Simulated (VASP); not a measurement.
Write the native input for VASP 6.6.1 that does the following.

```
Task                   : single point
Functional             : PBE
Potentials or basis    : VASP PAW PBE potentials, release 64 (Zr_sv, Cl)
Cutoff                 : 520 eV
k mesh                 : 6 × 6 × 6
Occupations            : gaussian, width 0.1 eV
Spin                   : no spin polarisation
Dipole correction      : no
Further INCAR settings : ALGO = Normal; EDIFF = 1e-07; NBANDS = 36
```

The structure of Zr4Cl lies in POSCAR:

```
Zr4Cl
1.0
    2.4714845800      1.4269122900      4.4283386200
   -2.4714845800      1.4269122900      4.4283386200
    0.0000000000     -2.8538245800      4.4283386200
Zr Cl
4 1
Direct
    0.0000000000      0.0000000000      0.5000000000
    0.5000000000      0.0000000000      0.0000000000
    0.0000000000      0.5000000000      0.0000000000
    0.0000000000      0.0000000000      0.0000000000
    0.5000000000      0.5000000000      0.5000000000
```

The cell was generated, and may not be a known phase.

One way to write it, as run:

INCAR

```
SYSTEM = Zr4Cl
  ALGO = Normal
  EDIFF = 1E-7
  ENCUT = 520
  GGA = PE
  ISIF = 2
  ISMEAR = 0
  LASPH = .TRUE.
  LCHARG = .FALSE.
  LREAL = .FALSE.
  LWAVE = .FALSE.
  NBANDS = 36
  NELM = 60
  PREC = Accurate
  SIGMA = 0.1
```

KPOINTS

```
k-points
0
G
  6 6 6
  0 0 0
```

Potentials or basis: VASP PAW PBE potentials, release 64 (Zr_sv, Cl).

Launch:

```bash
$ cat potpaw_PBE.64/Zr_sv/POTCAR potpaw_PBE.64/Cl/POTCAR > POTCAR
$ mpirun -np 1 vasp_std > vasp.out
```

Results of the run:

| Quantity | Value |
| --- | --- |
| Pressure | 51.3 GPa |
| Band gap on the k mesh | zero (an odd number of electrons rules out a gap without spin polarisation) |

Caveat: the stress differs along the axes, from 33 to 60 GPa.

Wall time 4.1 min on 1 thread of Oxide Virtual Turin-like Processor, with other jobs on the host, peak memory 0.24 GiB.
